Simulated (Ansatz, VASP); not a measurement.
Two plane-wave programs on LiH

```xyz
4
Lattice="2.7248 0.0000 0.0000 -1.3624 2.3597 0.0000 0.0000 0.0000 4.7735" Properties=species:S:1:pos:R:3 pbc="T T T"
Li    0.0000    0.0000    0.0000
Li    0.0000    0.0000    2.3867
H     0.0000    1.5731    1.1934
H     1.3624    0.7866    3.5801
```

Alike in both runs: task single point; functional r2SCAN; k mesh 9 × 9 × 4; no spin polarisation.

|  | VASP | Ansatz |
| --- | --- | --- |
| version | VASP 6.6.1 | Ansatz 0.2.0 |
| potentials or method | VASP PAW PBE potentials, release 64 (Li_sv, H) | plane waves, PAW |
| plane-wave cutoff (eV) | 520 | 500 |
| occupations | gaussian, width 0.01 eV | fixed |
| valence electrons in the cell | 8 | 8 |

|  | VASP | Ansatz | Ansatz less VASP |
| --- | --- | --- | --- |
| gap on the k mesh at the Fermi level (eV) | 5.22 | 5.19 | -0.029 |

VASP's potentials were made for PBE, not for r2SCAN.

Noted on VASP's run: the cutoff is short for stress, so the pressure is rough.
